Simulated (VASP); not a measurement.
# CO2 (Pa-3) in VASP: notebook

Aim: see how the results for CO2 move with the level of theory and the settings. Levels: PBE, r2SCAN. Tasks: electric field gradients.

Program: VASP 6.6.1. These are calculated values, not measurements. Logs are shortened: lines on timing, memory, paths and dates and some standing lists are left out, and cuts for length are marked.

### 1 The cell of the first run

The structure is cubic, space group Pa-3 (No. 205). The conventional cell has a = 5.624 Å, b = 5.624 Å, c = 5.624 Å, α = 90.00°, β = 90.00°, γ = 90.00°. Within 1.6 Å of C (site symmetry -3) lie 2 O at 1.15 Å. Within 1.6 Å of O (site symmetry 3) lie 1 C at 1.15 Å.

### 2 Electric field gradients, PBE

Input file INCAR:

```
SYSTEM = CO2
PREC = Accurate
ENCUT = 520
EDIFF = 1E-8
ISMEAR = -1
SIGMA = 0.02
LREAL = .FALSE.
LASPH = .TRUE.
NELM = 80
ALGO = Normal
ISIF = 2
LWAVE = .FALSE.
LCHARG = .FALSE.
GGA = PE
LEFG = .TRUE.
NBANDS = 44
```

Input file KPOINTS:

```
regular mesh
0
G
  4 4 4
  0 0 0
```

Input file POSCAR:

```
CO2
1.0
    5.6240000000      0.0000000000      0.0000000000
    0.0000000000      5.6240000000      0.0000000000
    0.0000000000      0.0000000000      5.6240000000
C O
4 8
Direct
    0.0000000000      0.0000000000      0.0000000000
    0.5000000000      0.0000000000      0.5000000000
    0.5000000000      0.5000000000      0.0000000000
    0.0000000000      0.5000000000      0.5000000000
    0.1185000000      0.1185000000      0.1185000000
    0.3815000000      0.8815000000      0.6185000000
    0.6185000000      0.3815000000      0.8815000000
    0.8815000000      0.6185000000      0.3815000000
    0.8815000000      0.8815000000      0.8815000000
    0.6185000000      0.1185000000      0.3815000000
    0.3815000000      0.6185000000      0.1185000000
    0.1185000000      0.3815000000      0.6185000000
```

Potentials or basis: VASP PAW PBE potentials, release 64 (C, O).

Started as:

```
$ cat potpaw_PBE.64/C/POTCAR potpaw_PBE.64/O/POTCAR > POTCAR
$ mpirun -np 1 vasp_std > vasp.out
```

OUTCAR:

```text
SYSTEM = CO2
   PREC = Accurate
   ENCUT = 520
   EDIFF = 1E-8
   ISMEAR = -1
   LREAL = .FALSE.
   LASPH = .TRUE.
   NELM = 80
   ISIF = 2
   GGA = PE

 ion  position               nearest neighbor table
   1  0.000  0.000  0.000-   5 1.15   9 1.15
   2  0.500  0.000  0.500-   6 1.15  10 1.15
   3  0.500  0.500  0.000-   7 1.15  11 1.15
   4  0.000  0.500  0.500-   8 1.15  12 1.15
   5  0.118  0.118  0.118-   1 1.15
   6  0.382  0.882  0.618-   2 1.15
   7  0.618  0.382  0.882-   3 1.15
   8  0.882  0.618  0.382-   4 1.15
   9  0.882  0.882  0.882-   1 1.15
  10  0.618  0.118  0.382-   2 1.15
  11  0.382  0.618  0.118-   3 1.15
  12  0.118  0.382  0.618-   4 1.15

  LATTYP: Found a simple cubic cell.
 ALAT       =     5.6240000000

  Lattice vectors:

 A1 = (   5.6240000000,   0.0000000000,   0.0000000000)
 A2 = (   0.0000000000,   5.6240000000,   0.0000000000)
 A3 = (   0.0000000000,   0.0000000000,   5.6240000000)

Analysis of symmetry for initial positions (statically):
=====================================================================
 Subroutine PRICEL returns:
 Original cell was already a primitive cell.

 Routine SETGRP: Setting up the symmetry group for a
 simple cubic supercell.

 Subroutine GETGRP returns: Found 24 space group operations
 (whereof  6 operations were pure point group operations)
 out of a pool of 48 trial point group operations.

The static configuration has the point symmetry S_6 .
 The point group associated with its full space group is T_h .

Analysis of symmetry for dynamics (positions and initial velocities):
=====================================================================
 Subroutine PRICEL returns:
 Original cell was already a primitive cell.

 Routine SETGRP: Setting up the symmetry group for a
 simple cubic supercell.

 Subroutine GETGRP returns: Found 24 space group operations
 (whereof  6 operations were pure point group operations)
 out of a pool of 48 trial point group operations.
[... 688 lines left out ...]
  external PRESSURE =      71.1884605 kB  Pullay stress =       0.0000000 kB

 VOLUME and BASIS-vectors are now :
 -----------------------------------------------------------------------------
  energy-cutoff  :      520.00
  volume of cell :      177.88
      direct lattice vectors                 reciprocal lattice vectors
     5.624000000  0.000000000  0.000000000     0.177809388  0.000000000  0.000000000
     0.000000000  5.624000000  0.000000000     0.000000000  0.177809388  0.000000000
     0.000000000  0.000000000  5.624000000     0.000000000  0.000000000  0.177809388

 POSITION                                       TOTAL-FORCE (eV/Angst)
 -----------------------------------------------------------------------------------
      0.00000      0.00000      0.00000         0.000000     -0.000000      0.000000
      2.81200      0.00000      2.81200         0.000000     -0.000000      0.000000
      2.81200      2.81200      0.00000         0.000000     -0.000000      0.000000
      0.00000      2.81200      2.81200         0.000000     -0.000000      0.000000
      0.66644      0.66644      0.66644         1.291763      1.291763      1.291763
      2.14556      4.95756      3.47844        -1.291763     -1.291763      1.291763
      3.47844      2.14556      4.95756         1.291763     -1.291763     -1.291763
      4.95756      3.47844      2.14556        -1.291763      1.291763     -1.291763
      4.95756      4.95756      4.95756        -1.291763     -1.291763     -1.291763
      3.47844      0.66644      2.14556         1.291763      1.291763     -1.291763
      2.14556      3.47844      0.66644        -1.291763      1.291763      1.291763
      0.66644      2.14556      3.47844         1.291763     -1.291763      1.291763
 -----------------------------------------------------------------------------------
    total drift:                               -0.000000      0.000000      0.000000

  FREE ENERGIE OF THE ION-ELECTRON SYSTEM (eV)
  ---------------------------------------------------
  free  energy   TOTEN  =       -91.9708358276 eV

  energy  without entropy=      -91.9708358276  energy(sigma->0) =      -91.97083583

 Electric field gradients (V/A^2)
---------------------------------------------------------------------
 ion       V_xx      V_yy      V_zz      V_xy      V_xz      V_yz
---------------------------------------------------------------------
   1      -0.000    -0.000     0.000   -25.450   -25.450   -25.450
   2      -0.000    -0.000     0.000   -25.450    25.450    25.450
   3      -0.000    -0.000     0.000    25.450    25.450   -25.450
   4      -0.000    -0.000     0.000    25.450   -25.450    25.450
   5       0.000     0.000    -0.000    30.806    30.806    30.806
   6       0.000    -0.000    -0.000    30.806   -30.806   -30.806
   7       0.000     0.000    -0.000   -30.806   -30.806    30.806
   8       0.000    -0.000    -0.000   -30.806    30.806   -30.806
   9       0.000     0.000     0.000    30.806    30.806    30.806
  10       0.000    -0.000    -0.000    30.806   -30.806   -30.806
  11       0.000     0.000    -0.000   -30.806   -30.806    30.806
  12       0.000    -0.000    -0.000   -30.806    30.806   -30.806
---------------------------------------------------------------------

 Electric field gradients after diagonalization (V/A^2)
 (convention: |V_zz| > |V_xx| > |V_yy|)
----------------------------------------------------------------------
 ion       V_xx      V_yy      V_zz     asymmetry (V_yy - V_xx)/ V_zz
----------------------------------------------------------------------
   1      25.450    25.450   -50.900       0.000
   2      25.450    25.450   -50.900       0.000
   3      25.450    25.450   -50.900       0.000
   4      25.450    25.450   -50.900       0.000
   5     -30.806   -30.806    61.612       0.000
   6     -30.806   -30.806    61.612       0.000
   7     -30.806   -30.806    61.612       0.000
   8     -30.806   -30.806    61.612       0.000
   9     -30.806   -30.806    61.612       0.000
  10     -30.806   -30.806    61.612       0.000
  11     -30.806   -30.806    61.612       0.000
  12     -30.806   -30.806    61.612       0.000
----------------------------------------------------------------------

           NMR quadrupolar parameters

 Cq : quadrupolar parameter    Cq=e*Q*V_zz/h
 eta: asymmetry parameters     (V_yy - V_xx)/ V_zz
 Q  : nuclear electric quadrupole moment in mb (millibarn)
----------------------------------------------------------------------
 ion       Cq(MHz)       eta       Q (mb)
----------------------------------------------------------------------
   1      -0.123       0.000       1.000
   2      -0.123       0.000       1.000
   3      -0.123       0.000       1.000
   4      -0.123       0.000       1.000
   5       0.149       0.000       1.000
   6       0.149       0.000       1.000
   7       0.149       0.000       1.000
   8       0.149       0.000       1.000
   9       0.149       0.000       1.000
  10       0.149       0.000       1.000
  11       0.149       0.000       1.000
  12       0.149       0.000       1.000
----------------------------------------------------------------------
```

stdout:

```text
POSCAR found type information on POSCAR C O
 POSCAR found :  2 types and      12 ions
 scaLAPACK will be used
 LDA part: xc-table for (Slater+PW92), standard interpolation
 POSCAR, INCAR and KPOINTS ok, starting setup
 FFT: planning ... GRIDC
 FFT: planning ... GRID_SOFT
 FFT: planning ... GRID
 WAVECAR not read
 entering main loop
ion   1

ion   2

ion   3

ion   4

ion   5

ion   6

ion   7

ion   8

ion   9

ion  10

ion  11

ion  12
```

Run time: 73 s. Hardware: 1 thread of Intel Xeon Platinum 8375C at 2.90GHz (Ice Lake), shared host; peak memory 0.27 GiB.

What came out:

| Property | Result |
| --- | --- |
| Free energy | -91.9708 eV |
| Pressure | 7.1 GPa |
| Largest force | 2.237 eV/Å |
| Band gap on the k mesh | 6.90 eV |
| Largest electric field gradient by atom | C -50.9; O +61.6 V/Å² |

Forces in eV/Å, atoms in the order of the input:
```
C    0.000  0.000  0.000
C    0.000  0.000  0.000
C    0.000  0.000  0.000
C    0.000  0.000  0.000
O    1.292  1.292  1.292
O   -1.292 -1.292  1.292
O    1.292 -1.292 -1.292
O   -1.292  1.292 -1.292
O   -1.292 -1.292 -1.292
O    1.292  1.292 -1.292
O   -1.292  1.292  1.292
O    1.292 -1.292  1.292
```

Electric field gradients, principal values (V/Å²):
| atom | least | middle | greatest (by size) |
| --- | --- | --- | --- |
| 1 C | 25.450 | 25.450 | -50.900 |
| 2 C | 25.450 | 25.450 | -50.900 |
| 3 C | 25.450 | 25.450 | -50.900 |
| 4 C | 25.450 | 25.450 | -50.900 |
| 5 O | -30.806 | -30.806 | 61.612 |
| 6 O | -30.806 | -30.806 | 61.612 |
| 7 O | -30.806 | -30.806 | 61.612 |
| 8 O | -30.806 | -30.806 | 61.612 |
| 9 O | -30.806 | -30.806 | 61.612 |
| 10 O | -30.806 | -30.806 | 61.612 |
| 11 O | -30.806 | -30.806 | 61.612 |
| 12 O | -30.806 | -30.806 | 61.612 |

Caveat: the cell stands under pressure; this functional lacks dispersion, which holds the molecules together, so the pressure and a relaxed volume are unreliable; without QUAD_EFG the Cq values of the log hold for a quadrupole moment of 1 mb, not for the nuclei; forces of over 1 eV/Å act on the atoms, so gaps and moduli don't describe the material at rest. A k mesh can miss the band edges.

### 3 Electric field gradients, r2SCAN

Input file POSCAR:

```
CO2
1.0
    5.6240000000      0.0000000000      0.0000000000
    0.0000000000      5.6240000000      0.0000000000
    0.0000000000      0.0000000000      5.6240000000
C O
4 8
Direct
    0.0000000000      0.0000000000      0.0000000000
    0.5000000000      0.0000000000      0.5000000000
    0.5000000000      0.5000000000      0.0000000000
    0.0000000000      0.5000000000      0.5000000000
    0.1199473893      0.1199473893      0.1199473893
    0.3800526107      0.8800526107      0.6199473893
    0.6199473893      0.3800526107      0.8800526107
    0.8800526107      0.6199473893      0.3800526107
    0.8800526107      0.8800526107      0.8800526107
    0.6199473893      0.1199473893      0.3800526107
    0.3800526107      0.6199473893      0.1199473893
    0.1199473893      0.3800526107      0.6199473893
```

Input file INCAR.step1:

```
  PREC = Accurate
  ENCUT = 520
  ISMEAR = -1
  SIGMA = 0.02
  LREAL = False
  LASPH = True
  NELM = 100
  NBANDS = 44
  GGA = PE
  ALGO = Normal
  EDIFF = 1E-4
  LWAVE = True
  LCHARG = False
```

Input file INCAR.step2:

```
  PREC = Accurate
  ENCUT = 520
  EDIFF = 1E-8
  ISMEAR = -1
  SIGMA = 0.02
  LREAL = False
  LASPH = True
  NELM = 100
  ALGO = Normal
  ISIF = 2
  LWAVE = False
  LCHARG = False
  METAGGA = R2SCAN
  LMIXTAU = True
  LEFG = True
  NBANDS = 44
  ISTART = 1
```

Input file KPOINTS:

```
Automatic mesh
0
Gamma
  4 4 4
```

Potentials or basis: VASP PAW PBE potentials, release 64 (C, O).

Started as:

```
$ cat potpaw_PBE.64/C/POTCAR potpaw_PBE.64/O/POTCAR > POTCAR
$ cp INCAR.step1 INCAR
$ mpirun -np 1 vasp_std > vasp.out
$ cp INCAR.step2 INCAR
$ mpirun -np 1 vasp_std > vasp.out
```

OUTCAR:

```text
PREC = Accurate
   ENCUT = 520
   EDIFF = 1E-8
   ISMEAR = -1
   LREAL = False
   LASPH = True
   NELM = 100
   ISIF = 2
   METAGGA = R2SCAN
   ISTART = 1

 ion  position               nearest neighbor table
   1  0.000  0.000  0.000-   5 1.17   9 1.17
   2  0.500  0.000  0.500-   6 1.17  10 1.17
   3  0.500  0.500  0.000-   7 1.17  11 1.17
   4  0.000  0.500  0.500-   8 1.17  12 1.17
   5  0.120  0.120  0.120-   1 1.17
   6  0.380  0.880  0.620-   2 1.17
   7  0.620  0.380  0.880-   3 1.17
   8  0.880  0.620  0.380-   4 1.17
   9  0.880  0.880  0.880-   1 1.17
  10  0.620  0.120  0.380-   2 1.17
  11  0.380  0.620  0.120-   3 1.17
  12  0.120  0.380  0.620-   4 1.17

  LATTYP: Found a simple cubic cell.
 ALAT       =     5.6240000000

  Lattice vectors:

 A1 = (   5.6240000000,   0.0000000000,   0.0000000000)
 A2 = (   0.0000000000,   5.6240000000,   0.0000000000)
 A3 = (   0.0000000000,   0.0000000000,   5.6240000000)

Analysis of symmetry for initial positions (statically):
=====================================================================
 Subroutine PRICEL returns:
 Original cell was already a primitive cell.

 Routine SETGRP: Setting up the symmetry group for a
 simple cubic supercell.

 Subroutine GETGRP returns: Found 24 space group operations
 (whereof  6 operations were pure point group operations)
 out of a pool of 48 trial point group operations.

The static configuration has the point symmetry S_6 .
 The point group associated with its full space group is T_h .

Analysis of symmetry for dynamics (positions and initial velocities):
=====================================================================
 Subroutine PRICEL returns:
 Original cell was already a primitive cell.

 Routine SETGRP: Setting up the symmetry group for a
[... 711 lines left out ...]
      2.13742      4.94942      3.48658         0.061406      0.061406     -0.061406
      3.48658      2.13742      4.94942        -0.061406      0.061406      0.061406
      4.94942      3.48658      2.13742         0.061406     -0.061406      0.061406
      4.94942      4.94942      4.94942         0.061406      0.061406      0.061406
      3.48658      0.67458      2.13742        -0.061406     -0.061406      0.061406
      2.13742      3.48658      0.67458         0.061406     -0.061406     -0.061406
      0.67458      2.13742      3.48658        -0.061406      0.061406     -0.061406
 -----------------------------------------------------------------------------------
    total drift:                                0.000000      0.000000      0.000000

  FREE ENERGIE OF THE ION-ELECTRON SYSTEM (eV)
  ---------------------------------------------------
  free  energy   TOTEN  =      -103.0639218876 eV

  energy  without entropy=     -103.0639218876  energy(sigma->0) =     -103.06392189

 Electric field gradients (V/A^2)
---------------------------------------------------------------------
 ion       V_xx      V_yy      V_zz      V_xy      V_xz      V_yz
---------------------------------------------------------------------
   1      -0.000    -0.000    -0.000   -28.524   -28.524   -28.524
   2      -0.000    -0.000    -0.000   -28.524    28.524    28.524
   3      -0.000    -0.000     0.000    28.524    28.524   -28.524
   4      -0.000    -0.000    -0.000    28.524   -28.524    28.524
   5      -0.000    -0.000    -0.000    36.854    36.854    36.854
   6      -0.000    -0.000    -0.000    36.854   -36.854   -36.854
   7      -0.000    -0.000     0.000   -36.854   -36.854    36.854
   8      -0.000     0.000    -0.000   -36.854    36.854   -36.854
   9      -0.000    -0.000     0.000    36.854    36.854    36.854
  10      -0.000     0.000     0.000    36.854   -36.854   -36.854
  11      -0.000    -0.000    -0.000   -36.854   -36.854    36.854
  12      -0.000    -0.000     0.000   -36.854    36.854   -36.854
---------------------------------------------------------------------

 Electric field gradients after diagonalization (V/A^2)
 (convention: |V_zz| > |V_xx| > |V_yy|)
----------------------------------------------------------------------
 ion       V_xx      V_yy      V_zz     asymmetry (V_yy - V_xx)/ V_zz
----------------------------------------------------------------------
   1      28.524    28.524   -57.049       0.000
   2      28.524    28.524   -57.049       0.000
   3      28.524    28.524   -57.049       0.000
   4      28.524    28.524   -57.049       0.000
   5     -36.854   -36.854    73.707       0.000
   6     -36.854   -36.854    73.707       0.000
   7     -36.854   -36.854    73.707       0.000
   8     -36.854   -36.854    73.707       0.000
   9     -36.854   -36.854    73.707       0.000
  10     -36.854   -36.854    73.707       0.000
  11     -36.854   -36.854    73.707       0.000
  12     -36.854   -36.854    73.707       0.000
----------------------------------------------------------------------

           NMR quadrupolar parameters

 Cq : quadrupolar parameter    Cq=e*Q*V_zz/h
 eta: asymmetry parameters     (V_yy - V_xx)/ V_zz
 Q  : nuclear electric quadrupole moment in mb (millibarn)
----------------------------------------------------------------------
 ion       Cq(MHz)       eta       Q (mb)
----------------------------------------------------------------------
   1      -0.138       0.000       1.000
   2      -0.138       0.000       1.000
   3      -0.138       0.000       1.000
   4      -0.138       0.000       1.000
   5       0.178       0.000       1.000
   6       0.178       0.000       1.000
   7       0.178       0.000       1.000
   8       0.178       0.000       1.000
   9       0.178       0.000       1.000
  10       0.178       0.000       1.000
  11       0.178       0.000       1.000
  12       0.178       0.000       1.000
----------------------------------------------------------------------
```

OUTCAR.step1:

```text
PREC = Accurate
   ENCUT = 520
   ISMEAR = -1
   LREAL = False
   LASPH = True
   NELM = 100
[... 762 lines left out ...]
      3.48658      0.67458      2.13742         0.366174      0.366174     -0.366174
      2.13742      3.48658      0.67458        -0.366174      0.366174      0.366174
      0.67458      2.13742      3.48658         0.366174     -0.366174      0.366174
 -----------------------------------------------------------------------------------
    total drift:                                0.000000      0.000000      0.000000

  FREE ENERGIE OF THE ION-ELECTRON SYSTEM (eV)
  ---------------------------------------------------
  free  energy   TOTEN  =       -92.1314684519 eV

  energy  without entropy=      -92.1314684519  energy(sigma->0) =      -92.13146845
```

It took 5.3 min on 1 thread of Intel Xeon Platinum 8375C at 2.90GHz (Ice Lake), shared host; peak memory 0.31 GiB.

What came out:

| Quantity | Value |
| --- | --- |
| Free energy | -103.0639 eV |
| Pressure | -0.8 GPa |
| Largest force | 0.106 eV/Å |
| Band gap on the k mesh | 7.40 eV |
| Largest electric field gradient by atom | C -57.0; O +73.7 V/Å² |

Forces in eV/Å, atoms in the order of the input:
```
C    0.000  0.000  0.000
C    0.000  0.000  0.000
C    0.000  0.000  0.000
C    0.000  0.000  0.000
O   -0.061 -0.061 -0.061
O    0.061  0.061 -0.061
O   -0.061  0.061  0.061
O    0.061 -0.061  0.061
O    0.061  0.061  0.061
O   -0.061 -0.061  0.061
O    0.061 -0.061 -0.061
O   -0.061  0.061 -0.061
```

Levels at points of the mesh, in eV from the valence-band top:
```
           k point  band 29  band 30  band 31  band 32  band 33  band 34  band 35  band 36
(0.00, 0.00, 0.00)    -0.19    -0.19     0.00     0.00     7.40     8.70     8.70     8.70
(0.50, 0.00, 0.00)    -0.30    -0.30    -0.07    -0.07     8.64     8.64     8.85     8.85
(0.50, 0.50, 0.00)    -0.27    -0.27    -0.27    -0.27     8.63     8.63     8.63     8.63
(0.50, 0.50, 0.50)    -0.31    -0.31    -0.31    -0.31     8.64     8.64     8.64     8.64
```

Electric field gradients, principal values (V/Å²):
| atom | least | middle | greatest (by size) |
| --- | --- | --- | --- |
| 1 C | 28.524 | 28.524 | -57.049 |
| 2 C | 28.524 | 28.524 | -57.049 |
| 3 C | 28.524 | 28.524 | -57.049 |
| 4 C | 28.524 | 28.524 | -57.049 |
| 5 O | -36.854 | -36.854 | 73.707 |
| 6 O | -36.854 | -36.854 | 73.707 |
| 7 O | -36.854 | -36.854 | 73.707 |
| 8 O | -36.854 | -36.854 | 73.707 |
| 9 O | -36.854 | -36.854 | 73.707 |
| 10 O | -36.854 | -36.854 | 73.707 |
| 11 O | -36.854 | -36.854 | 73.707 |
| 12 O | -36.854 | -36.854 | 73.707 |

Caveat: without QUAD_EFG the Cq values of the log hold for a quadrupole moment of 1 mb, not for the nuclei; the PAW data sets were made with another functional, which shifts forces and pressure a little. A k mesh can miss the band edges.
